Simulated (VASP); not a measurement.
A run of VASP 6.6.1 is set up as follows.

Contents of INCAR:

```
SYSTEM = Bi2Se3
PREC = Accurate
ENCUT = 520
EDIFF = 1E-7
ISMEAR = 0
SIGMA = 0.01
LREAL = .FALSE.
LASPH = .TRUE.
NELM = 100
ALGO = Normal
ISIF = 2
LWAVE = .FALSE.
LCHARG = .FALSE.
GGA = PE
NBANDS = 32
```

Contents of KPOINTS:

```
Automatic mesh
0
G
  6 6 6
  0 0 0
```

POSCAR

```
Bi2Se3
1.0
    2.0711835755      1.1957983949      9.7543162122
   -2.0711835755      1.1957983949      9.7543162122
    0.0000000000     -2.3915967897      9.7543162122
Bi Se
2 3
Direct
    0.3993442180      0.3993442180      0.3993442180
    0.6006557820      0.6006557820      0.6006557820
    0.2141197028      0.2141197028      0.2141197028
    0.7858802972      0.7858802972      0.7858802972
    0.0000000000      0.0000000000      0.0000000000
```

Potentials or basis: VASP PAW PBE potentials, release 64 (Bi_d, Se).

Run with:

```sh
$ cat potpaw_PBE.64/Bi_d/POTCAR potpaw_PBE.64/Se/POTCAR > POTCAR
$ mpirun -np 1 vasp_std > vasp.out
```

**Question.** Predict the largest force.

**Answer.** 0.197 eV/Å.

**Question.** Predict the pressure.

**Answer.** 2.1 GPa.

**Question.** Estimate the band gap on the k mesh.

**Answer.** 0.35 eV.

Stress tensor (GPa, compression positive):
```
2.16 0.00 0.00
0.00 2.16 0.00
0.00 0.00 2.05
```

Caveat: spin-orbit coupling is left out, which moves the levels of the heavy elements. A k mesh can miss the band edges.
